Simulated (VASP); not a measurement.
# BaTe (Fm-3m) in VASP: further runs, part 3 of 3

VASP 6.6.1.

**5. Single point, PBE (42.79 Å³/atom)**

This run uses another cell than the first one, of 42.79 Å³/atom.

INCAR reads:

```
PREC = Accurate
ENCUT = 520
EDIFF = 1E-7
ISMEAR = 0
SIGMA = 0.02
LREAL = F
LASPH = T
NELM = 80
ALGO = Normal
ISIF = 2
LWAVE = F
LCHARG = F
GGA = PE
NBANDS = 15
```

KPOINTS reads:

```
Automatic mesh
0
Gamma
  8 8 8
```

POSCAR reads:

```
BaTe
1.0
    0.0000000000      3.4976456543      3.4976456543
    3.4976456543      0.0000000000      3.4976456543
    3.4976456543      3.4976456543      0.0000000000
Ba Te
1 1
Direct
    0.5000000000      0.5000000000      0.5000000000
    0.0000000000      0.0000000000      0.0000000000
```

Potentials or basis: VASP PAW PBE potentials, release 64 (Ba_sv, Te).

Command:

```console
$ cat potpaw_PBE.64/Ba_sv/POTCAR potpaw_PBE.64/Te/POTCAR > POTCAR
$ mpirun -np 1 vasp_std > vasp.out
```

OUTCAR:

```text
PREC = Accurate
   ENCUT = 520
   EDIFF = 1E-7
   ISMEAR = 0
   LREAL = F
   LASPH = T
   NELM = 80
   ISIF = 2
   GGA = PE

 ion  position               nearest neighbor table
   1  0.500  0.500  0.500-   2 3.50   2 3.50   2 3.50   2 3.50   2 3.50   2 3.50
   2  0.000  0.000  0.000-   1 3.50   1 3.50   1 3.50   1 3.50   1 3.50   1 3.50

  LATTYP: Found a face centered cubic cell.
 ALAT       =     6.9952913086

  Lattice vectors:

 A1 = (   0.0000000000,   3.4976456543,   3.4976456543)
 A2 = (   3.4976456543,   0.0000000000,   3.4976456543)
 A3 = (   3.4976456543,   3.4976456543,   0.0000000000)

Analysis of symmetry for initial positions (statically):
=====================================================================
 Subroutine PRICEL returns:
 Original cell was already a primitive cell.

 Routine SETGRP: Setting up the symmetry group for a
 face centered cubic supercell.

 Subroutine GETGRP returns: Found 48 space group operations
 (whereof 48 operations were pure point group operations)
 out of a pool of 48 trial point group operations.

The static configuration has the point symmetry O_h .

Analysis of symmetry for dynamics (positions and initial velocities):
=====================================================================
 Subroutine PRICEL returns:
 Original cell was already a primitive cell.

 Routine SETGRP: Setting up the symmetry group for a
 face centered cubic supercell.

 Subroutine GETGRP returns: Found 48 space group operations
 (whereof 48 operations were pure point group operations)
 out of a pool of 48 trial point group operations.

The dynamic configuration has the point symmetry O_h .

 Subroutine INISYM returns: Found 48 space group operations
 (whereof 48 operations are pure point group operations),
 and found     1 'primitive' translations

----------------------------------------------------------------------------------------

                                     Primitive cell

  volume of cell :      85.5771

  direct lattice vectors                    reciprocal lattice vectors
     0.000000000  3.497645654  3.497645654    -0.142953303  0.142953303  0.142953303
     3.497645654  0.000000000  3.497645654     0.142953303 -0.142953303  0.142953303
     3.497645654  3.497645654  0.000000000     0.142953303  0.142953303 -0.142953303

  length of vectors
     4.946417921  4.946417921  4.946417921     0.247602384  0.247602384  0.247602384

  position of ions in fractional coordinates (direct lattice)
     0.500000000  0.500000000  0.500000000
     0.000000000  0.000000000  0.000000000

  ion indices of the primitive-cell ions
   primitive index   ion index
                 1           1
                 2           2

----------------------------------------------------------------------------------------

 KPOINTS: Automatic mesh

Automatic generation of k-mesh.
 Grid dimensions read from file:
 generate k-points for:    8    8    8

 Generating k-lattice:

  Cartesian coordinates                     Fractional coordinates (reciprocal lattice)
    -0.017869163  0.017869163  0.017869163     0.125000000  0.000000000  0.000000000
     0.017869163 -0.017869163  0.017869163     0.000000000  0.125000000  0.000000000
     0.017869163  0.017869163 -0.017869163     0.000000000  0.000000000  0.125000000

[... 40 lines left out ...]
   total plane-waves  NPLWV =  64000
   dimension x,y,z NGX =    40 NGY =   40 NGZ =   40
   dimension x,y,z NGXF=    80 NGYF=   80 NGZF=   80
   ions per type =               1   1
   NGX,Y,Z   is equivalent  to a cutoff of  13.44, 13.44, 13.44 a.u.
   NGXF,Y,Z  is equivalent  to a cutoff of  26.89, 26.89, 26.89 a.u.
 SYSTEM =  unknown system
   PREC   = accura    normal or accurate (medium, high low for compatibility)
   ISTART =      0    job   : 0-new  1-cont  2-samecut
   ICHARG =      2    charge: 1-file 2-atom 10-const
   ISPIN  =      1    spin polarized calculation?
   LNONCOLLINEAR =      F non collinear calculations
   LSORBIT =      F    spin-orbit coupling
   LASPH  =      T    aspherical Exc in radial PAW
   ENCUT  =  520.0 eV  38.22 Ry    6.18 a.u.   9.20  9.20  9.20*2*pi/ulx,y,z
   NELM   =     80;   NELMIN=  2; NELMDL= -5     # of ELM steps
   EDIFF  = 0.1E-06   stopping-criterion for ELM
   LREAL  =      F    real-space projection
   EDIFFG = 0.1E-05   stopping-criterion for IOM
   NSW    =      0    number of steps for IOM
   IBRION =     -1    ionic relax: 0-MD 1-quasi-New 2-CG
   NFREE  =      0    steps in history (QN), initial steepest desc. (CG)
   ISIF   =      2    stress and relaxation
   ISYM   =      2    0-nonsym 1-usesym 2-fastsym
   POTIM  = 0.5000    time-step for ionic-motion
   TEBEG  =    0.0;   TEEND  =   0.0 temperature during run
   PSTRESS=    0.0 pullay stress
   NELECT =      16.0000    total number of electrons
   NUPDOWN=      -1.0000    fix difference up-down
   EMIN   =  10.00;   EMAX   =-10.00  energy-range for DOS
   EFERMI =   0.00;   METHOD = LEGACY
   ISMEAR =     0;   SIGMA  =   0.02  broadening in eV -4-tet -1-fermi 0-gaus
   EFERMI_NEDOS =   21; number of points for ismear=-14 and -15
   IALGO  =     38    algorithm
   IMIX   =      4    mixing-type and parameters
     AMIX     =   0.40;   BMIX     =  1.00
     AMIX_MAG =   1.60;   BMIX_MAG =  1.00
  volume/ion in A,a.u.               =      42.79       288.75
  Fermi-wavevector in a.u.,A,eV,Ry     =   0.936115  1.769000 11.922929  0.876311
  Thomas-Fermi vector in A             =   2.063091
   LORBIT       =      0    0 simple, 1 ext, 2 COOP (PROOUT), +10 PAW based schemes
   GGA     = PE    functional components
   LHFCALC =     F    Hartree Fock is set to
   AEXX    =    0.0000 exact exchange contribution
   IVDW    =     0    specifies the selected vdW correction
   LEPSILON=     F    determine dielectric tensor
   LRPA    =     F    only Hartree local field effects (RPA)
 non-spin polarized calculation
 Gauss-broadening in eV      SIGMA  =   0.02
  energy-cutoff  :      520.00
  volume of cell :       85.58
 maximum number of plane-waves:      2332
 NGX is ok and might be reduce to    40
   NGX = 19   NGY = 19   NGZ = 19

 number of electron      15.9999999 magnetization

 Free energy of the ion-electron system (eV)
  ---------------------------------------------------
  ext. energy  EPLUGINS =         0.00000000
  ---------------------------------------------------
  free energy    TOTEN  =        -8.61647081 eV

  energy without entropy =       -8.61647081  energy(sigma->0) =       -8.61647081

 E-fermi :   2.4257     XC(G=0):  -8.2542

 val. band max:        2.2895593444   @ k =   0.0000   0.0000   0.0000
 cond. band min:       3.8044493191   @ k =   0.5000   0.5000   0.0000
 fundamental gap:      1.5148899747
 Fermi energy:         2.4257124686

 k-point     1 :       0.0000    0.0000    0.0000
  band No.  band energies     occupation
      1     -24.7243      2.00000
      2      -9.8769      2.00000
      3      -9.8769      2.00000
      4      -9.8769      2.00000
      5      -7.2565      2.00000
      6       2.2896      2.00000
      7       2.2896      2.00000
      8       2.2896      2.00000
      9       5.2081      0.00000
     10       5.2150      0.00000
     11       5.2150      0.00000
     12       5.2150      0.00000
     13       5.8338      0.00000
     14       5.8338      0.00000
[... 401 lines left out ...]
      2     -10.2066      2.00000
      3      -9.9575      2.00000
      4      -9.9162      2.00000
      5      -6.6797      2.00000
      6       0.4635      2.00000
      7       1.2530      2.00000
      8       1.2809      2.00000
      9       5.9852      0.00000
     10       6.2574      0.00000
     11       7.5032      0.00000
     12       7.7701      0.00000
     13       8.2611      0.00000
     14       9.1117      0.00000
     15      10.3616      0.00000

 [... further k-points ...]

------------------------ aborting loop because EDIFF is reached ----------------------------------------

  FORCE on cell =-STRESS in cart. coord.  units (eV):
  Direction    XX          YY          ZZ          XY          YZ          ZX
  --------------------------------------------------------------------------------------
  -------------------------------------------------------------------------------------
  Total        0.6597480      0.6597480      0.6597480      0.0000000      0.0000000      0.0000000
  in kB       12.3518281     12.3518281     12.3518281      0.0000000      0.0000000      0.0000000
  external PRESSURE =      12.3518281 kB  Pullay stress =       0.0000000 kB

 VOLUME and BASIS-vectors are now :
 -----------------------------------------------------------------------------
  energy-cutoff  :      520.00
  volume of cell :       85.58
      direct lattice vectors                 reciprocal lattice vectors
     0.000000000  3.497645654  3.497645654    -0.142953303  0.142953303  0.142953303
     3.497645654  0.000000000  3.497645654     0.142953303 -0.142953303  0.142953303
     3.497645654  3.497645654  0.000000000     0.142953303  0.142953303 -0.142953303

 POSITION                                       TOTAL-FORCE (eV/Angst)
 -----------------------------------------------------------------------------------
      3.49765      3.49765      3.49765        -0.000000     -0.000000     -0.000000
      0.00000      0.00000      0.00000         0.000000      0.000000      0.000000
 -----------------------------------------------------------------------------------
    total drift:                                0.000000     -0.000000      0.000000

  FREE ENERGIE OF THE ION-ELECTRON SYSTEM (eV)
  ---------------------------------------------------
  free  energy   TOTEN  =        -8.6164708125 eV

  energy  without entropy=       -8.6164708125  energy(sigma->0) =       -8.61647081
```

stdout:

```text
POSCAR found type information on POSCAR BaTe
 POSCAR found :  2 types and       2 ions
 scaLAPACK will be used
 LDA part: xc-table for (Slater+PW92), standard interpolation
 POSCAR, INCAR and KPOINTS ok, starting setup
 FFT: planning ... GRIDC
 FFT: planning ... GRID_SOFT
 FFT: planning ... GRID
 WAVECAR not read
 entering main loop
```

It took 69 s on 1 thread of Intel Xeon Platinum 8488C (Sapphire Rapids), shared host; peak memory 0.25 GiB.

Results:

```
Free energy            : -8.6165 eV
Pressure               : 1.2 GPa
Band gap on the k mesh : 1.51 eV (least direct gap 1.90 eV)
```

Caveat: spin-orbit coupling is left out, which moves the levels of the heavy elements.

**6. Single point, PBE**

This run uses another cell than the first one, of 44.11 Å³/atom.

INCAR reads:

```
SYSTEM = BaTe
ALGO     = Normal         ! electronic algorithm
EDIFF    = 1E-7           ! SCF threshold, eV
ENCUT    = 520            ! plane-wave cutoff, eV
GGA      = PE             ! functional
ISIF     = 2              ! what is computed and relaxed
ISMEAR   = 0              ! smearing method
LASPH    = .True.         ! aspherical terms in the spheres
LCHARG   = .False.        ! write CHGCAR
LREAL    = .False.        ! projectors in reciprocal space
LWAVE    = .False.        ! write WAVECAR
NBANDS   = 15             ! bands
NELM     = 60             ! most SCF steps
PREC     = Accurate       ! precision mode
SIGMA    = 0.02           ! smearing width, eV
```

KPOINTS reads:

```
k-points
0
Gamma
  8 8 8
  0 0 0
```

POSCAR reads:

```
BaTe
1.0
    0.0000000000      3.5333383813      3.5333383813
    3.5333383813      0.0000000000      3.5333383813
    3.5333383813      3.5333383813      0.0000000000
Ba Te
1 1
Direct
    0.5000000000      0.5000000000      0.5000000000
    0.0000000000      0.0000000000      0.0000000000
```

Potentials or basis: VASP PAW PBE potentials, release 64 (Ba_sv, Te).

Command:

```console
$ cat potpaw_PBE.64/Ba_sv/POTCAR potpaw_PBE.64/Te/POTCAR > POTCAR
$ mpirun -np 1 vasp_std > vasp.out
```

Wall time 67 s (1 thread of Intel Xeon Platinum 8488C (Sapphire Rapids), shared host); peak memory 0.25 GiB.

The run converged. Its results:

```yaml
Free_energy: -8.6288 eV
Pressure: 0.3 GPa
Band_gap_on_the_k_mesh: 1.58 eV (least direct gap 1.96 eV)
```

Levels at points of the mesh, in eV from the valence-band top:
```
           k point  band 4  band 5  band 6  band 7  band 8  band 9  band 10  band 11  band 12  band 13
(0.00, 0.00, 0.00)  -12.24   -9.48    0.00    0.00    0.00    2.80     2.94     2.94     2.94     3.53
(0.50, 0.00, 0.00)  -12.25   -8.82   -2.16   -1.07   -1.07    4.15     4.69     4.83     4.83     6.88
(0.50, 0.50, 0.00)  -12.31   -9.28   -1.12   -0.38   -0.38    1.58     4.38     4.52     5.46     5.64
```

Caveat: spin-orbit coupling is left out, which moves the levels of the heavy elements. A k mesh can miss the band edges.

**7. The runs side by side**

| cell | gap on the mesh (eV) | pressure (GPa) |
| --- | --- | --- |
| a = 4.788 Å, angles 60.0°, 2 atoms | 1.27 | 5.3 |
| a = 4.842 Å, angles 60.0°, 2 atoms | 1.36 | 3.7 |
| a = 4.895 Å, angles 60.0°, 2 atoms | 1.44 | 2.4 |
| a = 4.946 Å, angles 60.0°, 2 atoms | 1.51 | 1.2 |
| a = 4.997 Å, angles 60.0°, 2 atoms | 1.58 | 0.3 |

Alike in all rows: task single point; level PBE; potentials or basis VASP PAW PBE potentials, release 64 (Ba_sv, Te); no spin polarisation; k mesh 8 × 8 × 8; cutoff (eV) 520; smearing gaussian 0.02 eV.

Caveats: spin-orbit coupling is left out, which moves the levels of the heavy elements; the cell stands under pressure (at least some runs).

Absolute energies hang on the potentials; compare differences alone.
